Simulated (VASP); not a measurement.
A run of VASP 6.6.1 is set up as follows.

INCAR

```
SYSTEM = Ru
PREC = Accurate
ENCUT = 600
EDIFF = 1E-6
ISMEAR = 0
SIGMA = 0.1
LREAL = .FALSE.
LASPH = .TRUE.
NELM = 100
ALGO = Normal
ISIF = 3
LWAVE = .FALSE.
LCHARG = .FALSE.
GGA = PE
IBRION = 2
NSW = 100
EDIFFG = -0.005
```

The input KPOINTS:

```
Automatic mesh
0
G
  18 18 10
  0 0 0
```

POSCAR

```
Ru
1.0
    2.7057993342      0.0000000000      0.0000000000
   -1.3528996671      2.3432909610      0.0000000000
    0.0000000000      0.0000000000      4.2819000000
Ru
2
Direct
    0.3333333333      0.6666666667      0.2500000000
    0.6666666667      0.3333333333      0.7500000000
```

Potentials or basis: VASP PAW PBE potentials, release 64 (Ru_pv).

The run is started by

```console
$ cat potpaw_PBE.64/Ru_pv/POTCAR > POTCAR
$ mpirun -np 1 vasp_std > vasp.out
```

Task: Estimate the band gap on the k mesh.

Result: Zero (bands 14 and 15 overlap by 3.07 eV).

Task: What does it give for the space group after relaxing (to 0.1 Å)?

Result: P6_3/mmc (No. 194).

Task: What does it give for the relaxed volume?

Result: 13.76 Å³/atom.

Task: What does it give for the relaxed cell?

Result: a = 2.719 Å, b = 2.719 Å, c = 4.296 Å, α = 90.00°, β = 90.00°, γ = 120.00°.

The path:
| step | energy change (eV) | largest force (eV/Å) | pressure (GPa) | volume (Å³) |
| --- | --- | --- | --- | --- |
| 1 | 0.0000 | 0.0000 | 4.35 | 27.15 |
| 2 | 0.0354 | 0.0000 | -11.26 | 28.62 |
| 3 | -0.0049 | 0.0000 | -0.07 | 27.52 |
| 4 | -0.0049 | 0.0000 | -0.02 | 27.52 |
| 5 | -0.0049 | 0.0000 | 0.06 | 27.51 |
| 6 | -0.0049 | 0.0000 | 0.08 | 27.51 |
| 7 | -0.0049 | 0.0000 | 0.09 | 27.51 |
| 8 | -0.0049 | 0.0000 | -0.13 | 27.53 |
| 9 | -0.0050 | 0.0000 | 0.04 | 27.51 |

PBE usually gives volumes a little too large and moduli too small. Zero-point motion and thermal expansion aren't in these numbers.
